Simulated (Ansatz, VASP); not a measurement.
**Two plane-wave programs on BeTe2**

```
Be Te
1.0
     6.53211    0.00000    0.00000
     0.00000    6.53211    0.00000
     0.00000    0.00000    6.53211
Be Te
4 8
Direct
  0.00000 0.00000 0.00000
  0.50000 0.00000 0.50000
  0.50000 0.50000 0.00000
  0.00000 0.50000 0.50000
  0.87631 0.12369 0.62369
  0.12369 0.87631 0.37631
  0.12369 0.62369 0.87631
  0.87631 0.37631 0.12369
  0.62369 0.87631 0.12369
  0.37631 0.12369 0.87631
  0.62369 0.62369 0.62369
  0.37631 0.37631 0.37631
```

Alike in both runs: functional PBE; k mesh 3 × 3 × 3; occupations gaussian, width 0.2 eV; no spin polarisation.

Ansatz relaxed the structure, and its values are those at the end. VASP's run is a single point on that final structure, the one shown.

|  | VASP | Ansatz |
| --- | --- | --- |
| version | VASP 6.6.1 | Ansatz 0.2.0 |
| potentials or method | VASP PAW PBE potentials, release 64 (Be, Te), cutoff 520 eV | scalar-relativistic, plane waves, PAW |
| valence electrons in the cell | 56 | 136 |

```tsv
	VASP	Ansatz	Ansatz less VASP
gap on the k mesh at the Fermi level (eV)	none	none	-
pressure (GPa)	0.1	0.1	-0.03
rms of the force components (eV/Å)	0.015	0.010	-0.0048
```

A gap of «none» marks a metal or a gap that the smearing closes. With one functional, cell and mesh, what is left measures potentials, basis and numerics. VASP's potentials hold 56 valence electrons a cell and Ansatz's 136, so a difference there can come from the potentials and not from the codes.

Neither program's run includes spin-orbit coupling.
